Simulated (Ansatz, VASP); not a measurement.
## One calculation of Re, two programs

```xyz
1
Lattice="-1.5706 1.5706 1.5706 1.5706 -1.5706 1.5706 1.5706 1.5706 -1.5706" Properties=species:S:1:pos:R:3 pbc="T T T"
Re    0.0000    0.0000    0.0000
```

Alike in both runs: functional LDA; k mesh 19 × 19 × 19; occupations fermi-dirac, width 0.05 eV; no spin polarisation.

Ansatz relaxed the structure, and its values are those at the end. VASP's run is a single point on that final structure, the one shown.

|  | VASP | Ansatz |
| --- | --- | --- |
| version | VASP 6.6.1 | Ansatz 0.2.0 |
| potentials or method | VASP PAW LDA potentials, release 64 (Re), cutoff 520 eV | all-electron LAPW, non-relativistic |

|  | VASP | Ansatz | Ansatz less VASP |
| --- | --- | --- | --- |
| pressure (GPa) | -22.5 | 0.0 | +22.51 |

LDA's correlation is that of Perdew and Zunger in VASP and of Perdew and Wang (1992) in Ansatz. One of these differences is far larger than is usual between the two programs; its cause wasn't traced. Ansatz ran all-electron here, and VASP with PAW potentials.

Spin-orbit coupling is off throughout.
